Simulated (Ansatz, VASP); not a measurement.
## Two plane-wave programs on PdCl

INCAR

```
ALGO     = Normal         # electronic algorithm
EDIFF    = 1E-7           # SCF threshold, eV
ENCUT    = 520            # plane-wave cutoff, eV
GGA      = PE             # functional
ISIF     = 2              # what is computed and relaxed
ISMEAR   = -1             # smearing method
LASPH    = True           # aspherical terms in the spheres
LCHARG   = False          # write CHGCAR
LREAL    = False          # projectors in reciprocal space
LWAVE    = False          # write WAVECAR
NBANDS   = 16             # bands
NELM     = 80             # most SCF steps
PREC     = Accurate       # precision mode
SIGMA    = 0.08           # smearing width, eV
```

File KPOINTS:

```
k-points
0
Gamma
  15 15 15
```

Contents of POSCAR:

```
PdCl
1.0
    3.0763210562      0.0000000000      0.0000000000
    0.0000000000      3.0763210562      0.0000000000
    0.0000000000      0.0000000000      3.0763210562
Pd Cl
1 1
Direct
    0.0000000000      0.0000000000      0.0000000000
    0.5000000000      0.5000000000      0.5000000000
```

Input for Ansatz:

```yaml
crystal:
  lattice:
    - [3.0763210562, 0.0, 0.0]
    - [0.0, 3.0763210562, 0.0]
    - [0.0, 0.0, 3.0763210562]
  atoms:
    - { symbol: Pd, position: [0.0, 0.0, 0.0] }
    - { symbol: Cl, position: [0.5, 0.5, 0.5] }
kpoints:
  mp_grid: { grid: [15, 15, 15] }
scf:
  occupations: { method: fermi_dirac, width: 0.08 }
hamiltonian:
  xc: pbe
  pseudopotentials: { kind: paw }
output:
  forces: true
  stress: true
  eigenvalues: true
  populations: true
```

Change from the starting cell: volume scaled by 0.85, PAW files.

Alike in both runs: task single point; functional PBE; k mesh 15 × 15 × 15; occupations fermi-dirac, width 0.08 eV; no spin polarisation.

|  | VASP | Ansatz |
| --- | --- | --- |
| version | VASP 6.6.1 | Ansatz 0.2.0 |
| potentials or method | VASP PAW PBE potentials, release 64 (Pd, Cl) | PAW with Ansatz's default frozen-core files, scalar-relativistic |
| plane-wave cutoff (eV) | 520 | 420 |
| valence electrons in the cell | 17 | 25 |

|  | VASP | Ansatz | Ansatz less VASP |
| --- | --- | --- | --- |
| pressure (GPa) | 18.5 | 18.7 | +0.13 |

VASP's potentials hold 17 valence electrons a cell and Ansatz's 25, so a difference there can come from the potentials and not from the codes.
